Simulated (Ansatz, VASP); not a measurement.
# Al2O3: VASP beside Ansatz

Contents of INCAR:

```
SYSTEM = Al2O3
  PREC = Accurate
  ENCUT = 520
  EDIFF = 1E-7
  ISMEAR = 0
  SIGMA = 0.05
  LREAL = .FALSE.
  LASPH = .TRUE.
  NELM = 60
  ALGO = Normal
  ISIF = 2
  LWAVE = .FALSE.
  LCHARG = .FALSE.
  GGA = PS
  NBANDS = 35
```

File KPOINTS:

```
Automatic mesh
0
G
  6 6 6
  0 0 0
```

Contents of POSCAR:

```
Al2O3
1.0
    2.3358509594      1.3486041802      4.5284363933
   -2.3358509594      1.3486041802      4.5284363933
    0.0000000000     -2.6972083604      4.5284363933
Al O
4 6
Direct
    0.8635618459      0.8635618459      0.8635618459
    0.6364381541      0.6364381541      0.6364381541
    0.1364381541      0.1364381541      0.1364381541
    0.3635618459      0.3635618459      0.3635618459
    0.0558571577      0.4441428423      0.7500000000
    0.7500000000      0.0558571577      0.4441428423
    0.4441428423      0.7500000000      0.0558571577
    0.9441428423      0.5558571577      0.2500000000
    0.2500000000      0.9441428423      0.5558571577
    0.5558571577      0.2500000000      0.9441428423
```

Input for Ansatz:

```yaml
crystal:
  lattice:
    - [2.3358509594, 1.3486041802, 4.5284363933]
    - [-2.3358509594, 1.3486041802, 4.5284363933]
    - [0.0, -2.6972083604, 4.5284363933]
  atoms:
    - { symbol: Al, position: [0.8635618459, 0.8635618459, 0.8635618459] }
    - { symbol: Al, position: [0.6364381541, 0.6364381541, 0.6364381541] }
    - { symbol: Al, position: [0.1364381541, 0.1364381541, 0.1364381541] }
    - { symbol: Al, position: [0.3635618459, 0.3635618459, 0.3635618459] }
    - { symbol: O, position: [0.0558571577, 0.4441428423, 0.75] }
    - { symbol: O, position: [0.75, 0.0558571577, 0.4441428423] }
    - { symbol: O, position: [0.4441428423, 0.75, 0.0558571577] }
    - { symbol: O, position: [0.9441428423, 0.5558571577, 0.25] }
    - { symbol: O, position: [0.25, 0.9441428423, 0.5558571577] }
    - { symbol: O, position: [0.5558571577, 0.25, 0.9441428423] }
basis:
  ecutwfc: 520.0
kpoints:
  mp_grid: { grid: [6, 6, 6] }
hamiltonian:
  xc: pbesol
  pseudopotentials: { kind: paw, azcp: { folder: soft_1 } }
scf:
  occupations: { method: gaussian, width: 0.05 }
output:
  forces: true
  stress: true
  eigenvalues: true
```

Alike in both runs: task single point; functional PBEsol; k mesh 6 × 6 × 6; occupations gaussian, width 0.05 eV; no spin polarisation.

|  | VASP | Ansatz |
| --- | --- | --- |
| version | VASP 6.6.1 | Ansatz 0.2.0 |
| potentials or method | VASP PAW PBE potentials, release 64 (Al, O), cutoff 520 eV | scalar-relativistic, plane waves, PAW |
| valence electrons in the cell | 48 | 48 |

VASP gave:

| Item | Value |
| --- | --- |
| gap on the k mesh at the Fermi level (eV) | 5.63 |
| least direct gap on the mesh (eV) | 5.63 |
| pressure (GPa) | 7.5 |
| traceless stress, the component that is largest in VASP (GPa) | -22.58 |
| rms of the force components (eV/Å) | 0.860 |

What did Ansatz give for the same quantities?

gap on the k mesh at the Fermi level (eV): 5.63; least direct gap on the mesh (eV): 5.63; pressure (GPa): 7.3; traceless stress, the component that is largest in VASP (GPa): -22.28; rms of the force components (eV/Å): 0.844.

VASP's potentials were made for PBE, not for PBEsol, and Ansatz warns of the same on its side. Atom by atom the forces differ by 0.018 eV/Å (rms over components).
